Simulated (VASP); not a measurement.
# TaN (P-62m) in VASP: notebook

TaN is run at these levels: PBEsol; tasks: electric field gradients.

Program: VASP 6.6.1. These are calculated values, not measurements. Logs are shortened: lines on timing, memory, paths and dates and some standing lists are left out, and cuts for length are marked.

## Step 1: The cell of the first run

Symmetry: P-62m, No. 189, hexagonal system. Conventional cell: a = 5.213 Å, b = 5.213 Å, c = 2.921 Å, α = 90.00°, β = 90.00°, γ = 120.00°. Ta (site symmetry -6) has 6 N at 2.17 Å and 5 Ta at 2.92 to 3.01 Å within 3.1 Å. Within 2.7 Å of Ta (site symmetry -62m) lie 3 N at 2.05 Å. N (site symmetry m2m) has 5 Ta at 2.05 to 2.17 Å and 4 N at 2.78 Å within 2.8 Å.

## Step 2: Electric field gradients, PBEsol (11.46 Å³/atom)

File INCAR:

```
  PREC = Accurate
  ENCUT = 520
  EDIFF = 1E-8
  ISMEAR = -1
  SIGMA = 0.01
  LREAL = F
  LASPH = T
  NELM = 120
  ALGO = Normal
  ISIF = 2
  LWAVE = F
  LCHARG = F
  GGA = PS
  LEFG = T
  NBANDS = 33
  GGA_COMPAT = F
```

File KPOINTS:

```
Automatic mesh
0
Gamma
  6 6 9
```

File POSCAR:

```
TaN
1.0
    5.2132634551      0.0000000000      0.0000000000
   -2.6066317275      4.5148185887      0.0000000000
    0.0000000000      0.0000000000      2.9206711674
Ta N
3 3
Direct
    0.3333333333      0.6666666667      0.5000000000
    0.6666666667      0.3333333333      0.5000000000
    0.0000000000      0.0000000000      0.0000000000
    0.3928500000      0.0000000000      0.0000000000
    0.6071500000      0.6071500000      0.0000000000
    0.0000000000      0.3928500000      0.0000000000
```

Potentials or basis: VASP PAW PBE potentials, release 64 (Ta_pv, N).

On the command line:

```
$ cat potpaw_PBE.64/Ta_pv/POTCAR potpaw_PBE.64/N/POTCAR > POTCAR
$ mpirun -np 1 vasp_std > vasp.out
```

OUTCAR:

```text
PREC = Accurate
   ENCUT = 520
   EDIFF = 1E-8
   ISMEAR = -1
   LREAL = F
   LASPH = T
   NELM = 120
   ISIF = 2
   GGA = PS

 ion  position               nearest neighbor table
   1  0.333  0.667  0.500-   4 2.17   4 2.17   6 2.17   6 2.17   5 2.17   5 2.17   2 3.01   2 3.01
                             2 3.01   3 3.35   3 3.35   3 3.35   3 3.35   3 3.35   3 3.35
   2  0.667  0.333  0.500-   6 2.17   6 2.17   4 2.17   4 2.17   5 2.17   5 2.17   1 3.01   1 3.01
                             1 3.01   3 3.35   3 3.35   3 3.35   3 3.35   3 3.35   3 3.35
   3  0.000  0.000  0.000-   6 2.05   5 2.05   4 2.05   2 3.35   1 3.35   1 3.35   2 3.35   1 3.35
                             1 3.35   2 3.35   2 3.35   2 3.35   2 3.35   1 3.35   1 3.35
   4  0.393  0.000  0.000-   3 2.05   1 2.17   1 2.17   2 2.17   2 2.17
   5  0.607  0.607  0.000-   3 2.05   2 2.17   2 2.17   1 2.17   1 2.17
   6  0.000  0.393  0.000-   3 2.05   2 2.17   2 2.17   1 2.17   1 2.17

  LATTYP: Found a hexagonal cell.
 ALAT       =     5.2132634551
 C/A-ratio  =     0.5602385516

  Lattice vectors:

 A1 = (   5.2132634551,   0.0000000000,   0.0000000000)
 A2 = (  -2.6066317275,   4.5148185887,   0.0000000000)
 A3 = (   0.0000000000,   0.0000000000,   2.9206711674)

Analysis of symmetry for initial positions (statically):
=====================================================================
 Subroutine PRICEL returns:
 Original cell was already a primitive cell.

 Routine SETGRP: Setting up the symmetry group for a
 hexagonal supercell.

 Subroutine GETGRP returns: Found 12 space group operations
 (whereof 12 operations were pure point group operations)
 out of a pool of 24 trial point group operations.

The static configuration has the point symmetry D_3h.

Analysis of symmetry for dynamics (positions and initial velocities):
=====================================================================
 Subroutine PRICEL returns:
 Original cell was already a primitive cell.

 Routine SETGRP: Setting up the symmetry group for a
 hexagonal supercell.

 Subroutine GETGRP returns: Found 12 space group operations
 (whereof 12 operations were pure point group operations)
 out of a pool of 24 trial point group operations.

The dynamic configuration has the point symmetry D_3h.

[... 162 lines left out ...]
  band No.  band energies     occupation
      1     -28.1094      2.00000
      2     -28.1094      2.00000
      3     -27.7655      2.00000
      4     -27.7655      2.00000
      5     -27.6004      2.00000
      6     -27.4967      2.00000
[... 853 lines left out ...]
     32      11.7221      0.00000
     33      13.0508      0.00000

 [... further k-points ...]

------------------------ aborting loop because EDIFF is reached ----------------------------------------

  FORCE on cell =-STRESS in cart. coord.  units (eV):
  Direction    XX          YY          ZZ          XY          YZ          ZX
  --------------------------------------------------------------------------------------
  -------------------------------------------------------------------------------------
  Total       -2.3610723     -2.3610723     -3.1337386     -0.0000000      0.0000000      0.0000000
  in kB      -55.0284431    -55.0284431    -73.0366267     -0.0000000      0.0000000      0.0000000
  external PRESSURE =     -61.0311710 kB  Pullay stress =       0.0000000 kB

 VOLUME and BASIS-vectors are now :
 -----------------------------------------------------------------------------
  energy-cutoff  :      520.00
  volume of cell :       68.74
      direct lattice vectors                 reciprocal lattice vectors
     5.213263455  0.000000000  0.000000000     0.191818428  0.110746421  0.000000000
    -2.606631727  4.514818589  0.000000000     0.000000000  0.221492842  0.000000000
     0.000000000  0.000000000  2.920671167     0.000000000  0.000000000  0.342387055

 POSITION                                       TOTAL-FORCE (eV/Angst)
 -----------------------------------------------------------------------------------
     -0.00000      3.00988      1.46034         0.000000     -0.000000      0.000000
      2.60663      1.50494      1.46034         0.000000     -0.000000      0.000000
      0.00000      0.00000      0.00000         0.000000     -0.000000      0.000000
      2.04803      0.00000      0.00000        -0.013782     -0.000000      0.000000
      1.58262      2.74117      0.00000         0.006891      0.011936      0.000000
     -1.02402      1.77365      0.00000         0.006891     -0.011936     -0.000000
 -----------------------------------------------------------------------------------
    total drift:                               -0.000002     -0.000003      0.000000

  FREE ENERGIE OF THE ION-ELECTRON SYSTEM (eV)
  ---------------------------------------------------
  free  energy   TOTEN  =       -71.4136996641 eV

  energy  without entropy=      -71.4126450546  energy(sigma->0) =      -71.41317236

 Electric field gradients (V/A^2)
---------------------------------------------------------------------
 ion       V_xx      V_yy      V_zz      V_xy      V_xz      V_yz
---------------------------------------------------------------------
   1      97.762    97.762  -195.524     0.001     0.000     0.000
   2      97.762    97.762  -195.524     0.001     0.000    -0.000
   3     -86.851   -86.852   173.703    -0.001    -0.000     0.000
   4     -14.499     4.744     9.755    -0.001    -0.000     0.000
   5      -0.066    -9.688     9.755    -8.333     0.000    -0.000
   6      -0.066    -9.689     9.755     8.332    -0.000    -0.000
---------------------------------------------------------------------

 Electric field gradients after diagonalization (V/A^2)
 (convention: |V_zz| > |V_xx| > |V_yy|)
----------------------------------------------------------------------
 ion       V_xx      V_yy      V_zz     asymmetry (V_yy - V_xx)/ V_zz
----------------------------------------------------------------------
   1      97.763    97.762  -195.524       0.000
   2      97.763    97.762  -195.524       0.000
   3     -86.852   -86.851   173.703       0.000
   4       9.755     4.744   -14.499       0.346
   5       9.755     4.745   -14.500       0.345
   6       9.755     4.744   -14.499       0.346
----------------------------------------------------------------------

           NMR quadrupolar parameters

 Cq : quadrupolar parameter    Cq=e*Q*V_zz/h
 eta: asymmetry parameters     (V_yy - V_xx)/ V_zz
 Q  : nuclear electric quadrupole moment in mb (millibarn)
----------------------------------------------------------------------
 ion       Cq(MHz)       eta       Q (mb)
----------------------------------------------------------------------
   1      -0.473       0.000       1.000
   2      -0.473       0.000       1.000
   3       0.420       0.000       1.000
   4      -0.035       0.346       1.000
   5      -0.035       0.345       1.000
   6      -0.035       0.346       1.000
----------------------------------------------------------------------
```

stdout:

```text
POSCAR found type information on POSCAR TaN
 POSCAR found :  2 types and       6 ions
 scaLAPACK will be used
 -----------------------------------------------------------------------------
|                                                                             |
|                                                                             |
|     You enforced a specific xc type in the INCAR file but a different       |
|     I HOPE YOU KNOW WHAT YOU ARE DOING!                                     |
|                                                                             |
 -----------------------------------------------------------------------------

 LDA part: xc-table for (Slater+PW92), standard interpolation
 POSCAR, INCAR and KPOINTS ok, starting setup
 FFT: planning ... GRIDC
 FFT: planning ... GRID_SOFT
 FFT: planning ... GRID
 WAVECAR not read
 entering main loop
ion   1

ion   2

ion   3

ion   4

ion   5

ion   6
```

Wall time 49 s (1 thread of Oxide Virtual Turin-like, shared host); peak memory 0.19 GiB.

Results:

* Free energy: -71.4137 eV
* Pressure: -6.1 GPa
* Largest force: 0.014 eV/Å
* Band gap on the k mesh: zero (bands 24 and 25 overlap by 3.07 eV)
* Largest electric field gradient by atom: Ta -195.5, +173.7 (each value once); N -14.5 V/Å²

Forces on the atoms (eV/Å):
```
Ta   0.000  0.000  0.000
Ta   0.000  0.000  0.000
Ta   0.000  0.000  0.000
N   -0.014  0.000  0.000
N    0.007  0.012  0.000
N    0.007 -0.012  0.000
```

Stress tensor (GPa, compression positive):
```
-5.50  0.00  0.00
 0.00 -5.50  0.00
 0.00  0.00 -7.30
```

Levels at points of the mesh, in eV from the Fermi level:
| k point | band 21 | band 22 | band 23 | band 24 | band 25 | band 26 | band 27 | band 28 |
| --- | --- | --- | --- | --- | --- | --- | --- | --- |
| (0.00, 0.00, 0.00) | -4.18 | -3.28 | -1.89 | -0.88 | -0.88 | 0.58 | 0.58 | 1.83 |
| (0.50, 0.00, 0.00) | -3.83 | -3.80 | -2.80 | -2.59 | 1.20 | 1.78 | 1.91 | 2.40 |

Electric field gradients, principal values (V/Å²):
| atom | least | middle | greatest (by size) |
| --- | --- | --- | --- |
| 1 Ta | 97.762 | 97.763 | -195.524 |
| 2 Ta | 97.762 | 97.763 | -195.524 |
| 3 Ta | -86.851 | -86.852 | 173.703 |
| 4 N | 4.744 | 9.755 | -14.499 |
| 5 N | 4.745 | 9.755 | -14.500 |
| 6 N | 4.744 | 9.755 | -14.499 |

Caveat: the cell stands under tension; without QUAD_EFG the Cq values of the log hold for a quadrupole moment of 1 mb, not for the nuclei; the PAW data sets were made with another functional, which shifts forces and pressure a little; spin-orbit coupling is left out, which moves the levels of the heavy elements.

## Step 3: Electric field gradients, PBEsol (11.46 Å³/atom)

File INCAR:

```
SYSTEM = TaN
PREC = Accurate
ENCUT = 520
EDIFF = 1E-8
ISMEAR = -1
SIGMA = 0.01
LREAL = .False.
LASPH = .True.
NELM = 120
ALGO = Normal
ISIF = 2
LWAVE = .False.
LCHARG = .False.
GGA = PS
LEFG = .True.
NBANDS = 33
GGA_COMPAT = .False.
```

File KPOINTS:

```
regular mesh
0
Gamma
  6 6 9
  0 0 0
```

POSCAR is that of step 2.

Potentials or basis: VASP PAW PBE potentials, release 64 (Ta_pv, N).

On the command line:

```
$ cat potpaw_PBE.64/Ta_pv/POTCAR potpaw_PBE.64/N/POTCAR > POTCAR
$ mpirun -np 1 vasp_std > vasp.out
```

OUTCAR:

```text
SYSTEM = TaN
   PREC = Accurate
   ENCUT = 520
   EDIFF = 1E-8
   ISMEAR = -1
   LREAL = .False.
   LASPH = .True.
   NELM = 120
   ISIF = 2
   GGA = PS

 ion  position               nearest neighbor table
   1  0.333  0.667  0.500-   4 2.17   4 2.17   6 2.17   6 2.17   5 2.17   5 2.17   2 3.01   2 3.01
                             2 3.01   3 3.35   3 3.35   3 3.35   3 3.35   3 3.35   3 3.35
   2  0.667  0.333  0.500-   6 2.17   6 2.17   4 2.17   4 2.17   5 2.17   5 2.17   1 3.01   1 3.01
                             1 3.01   3 3.35   3 3.35   3 3.35   3 3.35   3 3.35   3 3.35
   3  0.000  0.000  0.000-   6 2.05   5 2.05   4 2.05   2 3.35   1 3.35   1 3.35   2 3.35   1 3.35
                             1 3.35   2 3.35   2 3.35   2 3.35   2 3.35   1 3.35   1 3.35
   4  0.393  0.000  0.000-   3 2.05   1 2.17   1 2.17   2 2.17   2 2.17
[... 1112 lines left out ...]
   5      -0.066    -9.688     9.755    -8.333     0.000    -0.000
   6      -0.066    -9.689     9.755     8.332    -0.000    -0.000
---------------------------------------------------------------------

 Electric field gradients after diagonalization (V/A^2)
 (convention: |V_zz| > |V_xx| > |V_yy|)
----------------------------------------------------------------------
 ion       V_xx      V_yy      V_zz     asymmetry (V_yy - V_xx)/ V_zz
----------------------------------------------------------------------
   1      97.763    97.762  -195.524       0.000
   2      97.763    97.762  -195.524       0.000
   3     -86.852   -86.851   173.703       0.000
   4       9.755     4.744   -14.499       0.346
   5       9.755     4.745   -14.500       0.345
   6       9.755     4.744   -14.499       0.346
----------------------------------------------------------------------

           NMR quadrupolar parameters

 Cq : quadrupolar parameter    Cq=e*Q*V_zz/h
 eta: asymmetry parameters     (V_yy - V_xx)/ V_zz
 Q  : nuclear electric quadrupole moment in mb (millibarn)
----------------------------------------------------------------------
 ion       Cq(MHz)       eta       Q (mb)
----------------------------------------------------------------------
   1      -0.473       0.000       1.000
   2      -0.473       0.000       1.000
   3       0.420       0.000       1.000
   4      -0.035       0.346       1.000
   5      -0.035       0.345       1.000
   6      -0.035       0.346       1.000
----------------------------------------------------------------------
```

It took 49 s on 1 thread of Oxide Virtual Turin-like, shared host; peak memory 0.19 GiB.

What came out:

```
Free energy                             : -71.4137 eV
Pressure                                : -6.1 GPa
Largest force                           : 0.014 eV/Å
Band gap on the k mesh                  : zero (bands 24 and 25 overlap by 3.07 eV)
Largest electric field gradient by atom : Ta -195.5, +173.7 (each value once); N -14.5 V/Å²
```

Forces on the atoms (eV/Å):
```
Ta   0.000  0.000  0.000
Ta   0.000  0.000  0.000
Ta   0.000  0.000  0.000
N   -0.014  0.000  0.000
N    0.007  0.012  0.000
N    0.007 -0.012  0.000
```

Electric field gradients, principal values (V/Å²):
```csv
atom,least,middle,greatest (by size)
1 Ta,97.762,97.763,-195.524
2 Ta,97.762,97.763,-195.524
3 Ta,-86.851,-86.852,173.703
4 N,4.744,9.755,-14.499
5 N,4.745,9.755,-14.500
6 N,4.744,9.755,-14.499
```

Caveat: the cell stands under tension; without QUAD_EFG the Cq values of the log hold for a quadrupole moment of 1 mb, not for the nuclei; the PAW data sets were made with another functional, which shifts forces and pressure a little; spin-orbit coupling is left out, which moves the levels of the heavy elements.
